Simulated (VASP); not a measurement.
Input of a VASP 6.6.1 run:

Contents of INCAR:

```
ALGO     = Normal         # electronic algorithm
EDIFF    = 1E-7           # SCF threshold, eV
ENCUT    = 520            # plane-wave cutoff, eV
GGA      = PE             # functional
ISIF     = 2              # what is computed and relaxed
ISMEAR   = -1             # smearing method
LASPH    = T              # aspherical terms in the spheres
LCHARG   = F              # write CHGCAR
LREAL    = F              # projectors in reciprocal space
LWAVE    = F              # write WAVECAR
NBANDS   = 10             # bands
NELM     = 80             # most SCF steps
PREC     = Accurate       # precision mode
SIGMA    = 0.02           # smearing width, eV
```

KPOINTS

```
k-points
0
Gamma
  15 15 15
```

File POSCAR:

```
Br
1.0
    1.8811755450      1.8811755450      1.8811755450
   -1.8811755450      1.8811755450      1.8811755450
   -1.8811755450     -1.8811755450      1.8811755450
Br
1
Direct
    0.0000000000      0.0000000000      0.0000000000
```

Potentials or basis: VASP PAW PBE potentials, release 64 (Br).

Launch:

```bash
$ cat potpaw_PBE.64/Br/POTCAR > POTCAR
$ mpirun -np 1 vasp_std > vasp.out
```

(1) Predict the band gap on the k mesh.

(2) Estimate the pressure.

Results:

(1) zero (an odd number of electrons rules out a gap without spin polarisation).

(2) 0.0 GPa.

Caveat: an odd number of electrons without spin polarisation forces a metal; a magnetic or distorted state may lie lower.
